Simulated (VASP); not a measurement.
Set up this calculation in VASP 6.6.1, as the native input.

| Item | Value |
| --- | --- |
| Task | single point |
| Functional | LDA |
| Potentials or basis | VASP PAW LDA potentials, release 64 (Sb) |
| Cutoff | 520 eV |
| k mesh | 18 × 18 × 18 |
| Occupations | gaussian, width 0.15 eV |
| Spin | no spin polarisation |
| Dipole correction | no |
| Further INCAR settings | ALGO = Normal; EDIFF = 1e-06; NBANDS = 8 |

The structure of Sb lies in POSCAR:

```
Sb
1.0
    0.0000000000      2.2526803955      2.2526803955
    2.2526803955      0.0000000000      2.2526803955
    2.2526803955      2.2526803955      0.0000000000
Sb
1
Direct
    0.0000000000      0.0000000000      0.0000000000
```

This cell differs from its parent crystal: strain -0.050 along x and y, -0.050 along z.

One way to write it, as run:

INCAR

```
  ALGO = Normal
  EDIFF = 1E-6
  ENCUT = 520
  ISIF = 2
  ISMEAR = 0
  LASPH = True
  LCHARG = False
  LREAL = False
  LWAVE = False
  NBANDS = 8
  NELM = 80
  PREC = Accurate
  SIGMA = 0.15
```

KPOINTS

```
k-points
0
Gamma
  18 18 18
```

Potentials or basis: VASP PAW LDA potentials, release 64 (Sb).

The run is started by

```console
$ cat potpaw_LDA.64/Sb/POTCAR > POTCAR
$ mpirun -np 1 vasp_std > vasp.out
```

It gave:

* Pressure: 11.1 GPa

Caveat: the cell differs from its parent crystal (strain -0.050 along x and y, -0.050 along z).

It took 41 s on 1 thread of AMD EPYC 7R13 (shared host), peak memory 0.12 GiB.
